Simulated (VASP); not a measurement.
Wanted: the native input for a VASP 6.6.1 run.

- Task: single point
- Functional: LDA
- Potentials or basis: VASP PAW LDA potentials, release 64 (Bi_d, Br, O)
- Cutoff: 520 eV
- k mesh: 8 × 8 × 4
- Occupations: gaussian, width 0.05 eV
- Spin: no spin polarisation
- Dipole correction: no
- Further INCAR settings: ALGO = Normal; EDIFF = 1e-06; NBANDS = 37

The structure of BiBrO lies in POSCAR:

```
BiBrO
1.0
    4.0120000000      0.0000000000      0.0000000000
    0.0000000000      4.0120000000      0.0000000000
    0.0000000000      0.0000000000      7.7553000000
Bi Br O
2 2 2
Direct
    0.0000000000      0.5000000000      0.1575579020
    0.5000000000      0.0000000000      0.8424420980
    0.0000000000      0.5000000000      0.6517216503
    0.5000000000      0.0000000000      0.3482783497
    0.0000000000      0.0000000000      0.0000000000
    0.5000000000      0.5000000000      0.0000000000
```

These files were run (other wordings do the same):

INCAR

```
SYSTEM = BiBrO
PREC = Accurate
ENCUT = 520
EDIFF = 1E-6
ISMEAR = 0
SIGMA = 0.05
LREAL = .False.
LASPH = .True.
NELM = 100
ALGO = Normal
ISIF = 2
LWAVE = .False.
LCHARG = .False.
GGA = CA
NBANDS = 37
```

KPOINTS

```
Automatic mesh
0
Gamma
  8 8 4
  0 0 0
```

Potentials or basis: VASP PAW LDA potentials, release 64 (Bi_d, Br, O).

The run is started by

```bash
$ cat potpaw_LDA.64/Bi_d/POTCAR potpaw_LDA.64/Br/POTCAR potpaw_LDA.64/O/POTCAR > POTCAR
$ mpirun -np 1 vasp_std > vasp.out
```

Results of the run:

```
Pressure               : -4.7 GPa
Largest force          : 0.243 eV/Å
Band gap on the k mesh : 1.85 eV (least direct gap 1.96 eV)
```

Caveat: the cell stands under tension; spin-orbit coupling is left out, which moves the levels of the heavy elements.

Wall time 83 s on 1 thread of Intel(R) Xeon(R) 6975P-C (Granite Rapids), with other jobs on the host, peak memory 0.3 GiB.
